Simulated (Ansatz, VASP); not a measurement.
## C in VASP and in Ansatz

```
CELL_PARAMETERS angstrom
-2.21402 2.21402 2.21402
2.21402 -2.21402 2.21402
2.21402 2.21402 -2.21402
ATOMIC_POSITIONS crystal
C 0.50000 0.00000 0.25004
C 0.25004 0.50000 0.00000
C 0.00000 0.75004 0.50000
C 0.75004 0.50000 0.00000
C 0.00000 0.25004 0.50000
C 0.50000 0.00000 0.75004
C 0.74996 0.74996 0.74996
C 0.24996 0.24996 0.24996
```

Alike in both runs: functional PBE; k mesh 6 × 6 × 6; occupations gaussian, width 0.1 eV; no spin polarisation.

Ansatz relaxed the structure, and its values are those at the end. VASP's run is a single point on that final structure, the one shown.

|  | VASP | Ansatz |
| --- | --- | --- |
| version | VASP 6.6.1 | Ansatz 0.2.0 |
| potentials or method | VASP PAW PBE potentials, release 64 (C), cutoff 520 eV | scalar-relativistic, plane waves, PAW |
| valence electrons in the cell | 32 | 32 |

VASP gave:

```
gap on the k mesh at the Fermi level (eV) : none
pressure (GPa)                            : 0.5
```

Problem. Estimate Ansatz's values.

Solution. gap on the k mesh at the Fermi level (eV): none; pressure (GPa): 0.1.

A gap of «none» marks a metal or a gap that the smearing closes.
